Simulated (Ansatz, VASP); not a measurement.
# Two plane-wave programs on Cd

```
Cd
1.0
     2.82435    0.00000    0.00000
     0.00000    2.82435    0.00000
     0.00000    0.00000    2.82435
Cd
1
Direct
  0.00000 0.00000 0.00000
```

Alike in both runs: task single point; functional PBEsol; k mesh 12 × 12 × 12; occupations fermi-dirac, width 0.1 eV; no spin polarisation.

```csv
,VASP,Ansatz
version,VASP 6.6.1,Ansatz 0.2.0
potentials or method,"VASP PAW PBE potentials, release 64 (Cd), cutoff 520 eV","plane waves (420 eV) with PAW, scalar-relativistic"
valence electrons in the cell,12,20
```

```csv
,VASP,Ansatz,Ansatz less VASP
pressure (GPa),5.1,4.6,-0.46
```

VASP's potentials were made for PBE, not for PBEsol, and Ansatz warns of the same on its side. The functional is the same, so the differences come from potentials, cutoffs and numerics. VASP's potentials hold 12 valence electrons a cell and Ansatz's 20, so a difference there can come from the potentials and not from the codes.
